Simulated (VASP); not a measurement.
Write the native input for VASP 6.6.1 that does the following.

| Item | Value |
| --- | --- |
| Task | single point |
| Functional | PBE |
| Potentials or basis | VASP PAW PBE potentials, release 64 (Se) |
| Cutoff | 520 eV |
| k mesh | 4 × 4 × 4 |
| Occupations | gaussian, width 0.1 eV |
| Spin | no spin polarisation |
| Dipole correction | no |
| Further INCAR settings | ALGO = Normal; EDIFF = 1e-06; NBANDS = 20 |

The structure of Se lies in POSCAR:

```
Se
1.0
    5.1621222971      0.0000000000      0.0000000000
    0.0000000000      5.1621222971      0.0000000000
    0.0000000000      0.0000000000      5.1621222971
Se
4
Direct
    0.0000000000      0.5000000000      0.5000000000
    0.5000000000      0.0000000000      0.5000000000
    0.5000000000      0.5000000000      0.0000000000
    0.5000000000      0.5000000000      0.5000000000
```

The cell was built from a structure type or drawn by symmetry, and may not be a known phase.

One way to write it, as run:

INCAR

```
PREC = Accurate
ENCUT = 520
EDIFF = 1E-6
ISMEAR = 0
SIGMA = 0.1
LREAL = False
LASPH = True
NELM = 60
ALGO = Normal
ISIF = 2
LWAVE = False
LCHARG = False
GGA = PE
NBANDS = 20
```

KPOINTS

```
Automatic mesh
0
Gamma
  4 4 4
```

Potentials or basis: VASP PAW PBE potentials, release 64 (Se).

Launch:

```sh
$ cat potpaw_PBE.64/Se/POTCAR > POTCAR
$ mpirun -np 1 vasp_std > vasp.out
```

It gave:

```yaml
Pressure: 0.2 GPa
Band_gap_on_the_k_mesh: zero (bands 12 and 13 overlap by 0.47 eV)
```

Run time: 44 s on 1 thread of Intel Xeon 8259CL, on a shared host, peak memory 0.23 GiB.
